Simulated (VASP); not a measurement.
Set up this calculation in VASP 6.6.1, as the native input.

```
Task                   : single point
Functional             : r2SCAN
Potentials or basis    : VASP PAW PBE potentials, release 64 (Ni, O)
Cutoff                 : 520 eV
k mesh                 : 1 × 1 × 17
Occupations            : gaussian, width 0.05 eV
Spin                   : collinear spin, ferromagnetic start
Starting moments       : [1.84, 0.5] μB
Dipole correction      : no
Further INCAR settings : ALGO = Normal; EDIFF = 1e-06; NBANDS = 19
```

The system is NiO, a wire with vacuum.

```
Ni O
1.0
     9.00000    0.00000    0.00000
     0.00000    9.30000    0.00000
     0.00000    0.00000    3.76958
Ni O
1 1
Direct
  0.50000 0.50000 0.00000
  0.50000 0.50000 0.46500
```

One way to write it, as run:

POSCAR

```
NiO
1.0
    9.0000000000      0.0000000000      0.0000000000
    0.0000000000      9.3000000000      0.0000000000
    0.0000000000      0.0000000000      3.7695809067
Ni O
1 1
Direct
    0.5000000000      0.5000000000      0.0000000000
    0.5000000000      0.5000000000      0.4650000000
```

INCAR.step1

```
SYSTEM = NiO
PREC = Accurate ; ENCUT = 520
ISMEAR = 0 ; SIGMA = 0.05
LREAL = .False. ; LASPH = .True.
NELM = 150 ; ISPIN = 2
MAGMOM = 1.84 0.5 ; LMAXMIX = 4
NBANDS = 19 ; GGA = PE
ALGO = Normal ; EDIFF = 1E-4
LWAVE = .True. ; LCHARG = .False.
```

INCAR.step2

```
SYSTEM = NiO
PREC = Accurate ; ENCUT = 520
EDIFF = 1E-6 ; ISMEAR = 0
SIGMA = 0.05 ; LREAL = .False.
LASPH = .True. ; NELM = 150
ALGO = Normal ; ISIF = 2
LWAVE = .False. ; LCHARG = .False.
ISPIN = 2 ; MAGMOM = 1.84 0.5
LORBIT = 11 ; LMAXMIX = 4
METAGGA = R2SCAN ; LMIXTAU = .True.
NBANDS = 19 ; ISTART = 1
```

KPOINTS

```
regular mesh
0
Gamma
  1 1 17
  0 0 0
```

Potentials or basis: VASP PAW PBE potentials, release 64 (Ni, O).

Run with:

```sh
$ cat potpaw_PBE.64/Ni/POTCAR potpaw_PBE.64/O/POTCAR > POTCAR
$ cp INCAR.step1 INCAR
$ mpirun -np 1 vasp_std > vasp.out
$ cp INCAR.step2 INCAR
$ mpirun -np 1 vasp_std > vasp.out
```

It gave:

```
Largest force                                         : 0.711 eV/Å
Band gap on the k mesh                                : 1.03 eV, indirect (least direct gap 1.07 eV)
Net moment                                            : 2.00 μB per cell
Site moments                                          : Ni +1.48; O +0.45 μB
Valence electrons inside the program's atomic spheres : Ni 8.87; O 4.92
```

Caveat: the PAW data sets were made with another functional, which shifts forces and pressure a little.

Run time: 13 min on 1 thread of Intel(R) Xeon(R) Platinum 8259CL CPU @ 2.50GHz (Skylake/Cascade Lake), with other jobs on the host, peak memory 0.62 GiB.
